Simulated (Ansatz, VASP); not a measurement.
## Two plane-wave programs on ReI4

```
Re I
1.0
     4.96438   -5.33369    0.00000
     4.96438    5.33369    0.00000
     0.00000    0.00000    3.92809
Re I
1 4
Direct
  0.00000 0.00000 0.00000
  0.82005 0.17995 0.50000
  0.17995 0.82005 0.50000
  0.27020 0.27020 0.00000
  0.72980 0.72980 0.00000
```

Change from the starting cell: species swapped into the OsCl4 type (Cmmm, No. 65).

Alike in both runs: functional PBE; k mesh 2 × 2 × 3; occupations gaussian, width 0.15 eV; collinear spin.

Ansatz relaxed the structure, and its values are those at the end. VASP's run is a single point on that final structure, the one shown.

|  | VASP | Ansatz |
| --- | --- | --- |
| version | VASP 6.6.1 | Ansatz 0.2.0 |
| potentials or method | VASP PAW PBE potentials, release 64 (Re, I), cutoff 520 eV | scalar-relativistic, plane waves, PAW |
| valence electrons in the cell | 35 | 83 |

Ansatz gave:

```
pressure (GPa)                                                : 0.2
rms of the force components (eV/Å)                            : 0.009
net moment per atom (μB)                                      : 0.47
size of the moment on the site where the two differ most (μB) : 1.61
```

What did VASP give for the same quantities?

Pressure (GPa): 0.1; rms of the force components (eV/Å): 0.006; net moment per atom (μB): 0.47; size of the moment on the site where the two differ most (μB): 1.88.

Site moments also hang on the region over which each program counts them. VASP's potentials hold 35 valence electrons a cell and Ansatz's 83, so a difference there can come from the potentials and not from the codes.

The k mesh is coarse, so the values compare programs but aren't converged. Neither program's run includes spin-orbit coupling.
